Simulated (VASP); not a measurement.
GaAs: dielectric tensor with r2SCAN

GaAs:

```
CELL_PARAMETERS angstrom
0.00000 2.83309 2.83309
2.83309 0.00000 2.83309
2.83309 2.83309 0.00000
ATOMIC_POSITIONS crystal
Ga 0.00000 0.00000 0.00000
As 0.25000 0.25000 0.25000
```

```json
{"Program": "VASP 6.6.1", "Task": "dielectric tensor", "Functional": "r2SCAN", "Potentials or basis": "VASP PAW PBE potentials, release 64 (Ga_d, As)", "Cutoff": "520 eV", "k mesh": "6 × 6 × 6", "Occupations": "gaussian, width 0.01 eV", "Spin": "no spin polarisation", "Dipole correction": "no", "Further INCAR settings": "ALGO = Normal; EDIFF = 1e-08"}
```

```yaml
Band_gap_on_the_k_mesh: 0.94 eV
Electronic_dielectric_tensor_diagonal: 11.03
Born_charges_mean_of_the_diagonal: Ga +2.14; As -2.14 e
```

Levels at points of the mesh, in eV from the valence-band top:
```csv
k point,band 6,band 7,band 8,band 9,band 10,band 11,band 12,band 13
"(0.00, 0.00, 0.00)",-13.16,0.00,0.00,0.00,0.94,4.04,4.04,4.04
"(0.50, 0.00, 0.00)",-11.33,-6.78,-1.18,-1.18,1.34,4.98,4.98,8.28
"(0.50, 0.50, 0.00)",-10.56,-6.96,-2.75,-2.75,1.76,1.95,10.81,10.81
```

Electronic dielectric tensor:
```
11.03  0.00  0.00
 0.00 11.03  0.00
 0.00  0.00 11.03
```

Born effective charge tensors (e):
atom 1, Ga
```
2.14 0.00 0.00
0.00 2.14 0.00
0.00 0.00 2.14
```
atom 2, As
```
-2.14  0.00  0.00
 0.00 -2.14  0.00
 0.00  0.00 -2.14
```

Dipole moments of the cell (e·Å, modulo the quantum): ionic 7.083, 7.083, 7.083; electronic 0.021, 0.021, 0.046

Run time: 44 min on 1 thread of Intel(R) Xeon(R) 6975P-C (Granite Rapids) (shared host), peak memory 0.32 GiB.

 A k mesh can miss the band edges.
